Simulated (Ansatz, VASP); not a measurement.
One calculation of CdS, two programs

Contents of INCAR:

```
PREC = Accurate ; ENCUT = 500
EDIFF = 1E-6 ; ISMEAR = -1
SIGMA = 0.0029 ; LREAL = F
LASPH = T ; NELM = 120
ALGO = Normal ; ISIF = 2
LWAVE = F ; LCHARG = F
GGA = PE ; NBANDS = 16
GGA_COMPAT = F
```

File KPOINTS:

```
regular mesh
0
Gamma
  4 4 4
```

File POSCAR:

```
CdS
1.0
    0.0000000000      2.7532440000      2.7532440000
    2.7532440000      0.0000000000      2.7532440000
    2.7532440000      2.7532440000      0.0000000000
Cd S
1 1
Direct
    0.7010000000      0.3070000000      0.3160000000
    1.2010000000      0.8070000000      0.8160000000
```

Input for Ansatz:

```yaml
crystal:
  lattice:
    - [0.0, 2.753244, 2.753244]
    - [2.753244, 0.0, 2.753244]
    - [2.753244, 2.753244, 0.0]
  atoms:
    - { symbol: Cd, position: [0.701, 0.307, 0.316] }
    - { symbol: S, position: [1.201, 0.807, 0.816] }
basis:
  ecutwfc: 420
  ecutrho_ratio: 12
kpoints:
  mp_grid: { grid: [4, 4, 4] }
hamiltonian:
  xc: pbe
scf:
  occupations: { method: fermi_dirac, width: 0.0029 }
  convergence: { dr2_threshold: "1e-8 eV" }
output:
  forces: true
  stress: true
  eigenvalues: true
```

Alike in both runs: task single point; functional PBE; k mesh 4 × 4 × 4; occupations fermi-dirac, width 0.0029 eV; no spin polarisation.

|  | VASP | Ansatz |
| --- | --- | --- |
| version | VASP 6.6.1 | Ansatz 0.2.0 |
| potentials or method | VASP PAW PBE potentials, release 64 (Cd, S), cutoff 500 eV | scalar-relativistic, plane waves, PAW |
| valence electrons in the cell | 18 | 26 |

```tsv
	VASP	Ansatz	Ansatz less VASP
gap on the k mesh at the Fermi level (eV)	0.21	0.22	+0.008
least direct gap on the mesh (eV)	1.50	1.52	+0.025
pressure (GPa)	0.3	-0.1	-0.36
```

The functional is the same, so the differences come from potentials, cutoffs and numerics. VASP's potentials hold 18 valence electrons a cell and Ansatz's 26, so a difference there can come from the potentials and not from the codes. Ansatz's warnings: stress scf threshold loose.

The k mesh is coarse, so the values compare programs but aren't converged.
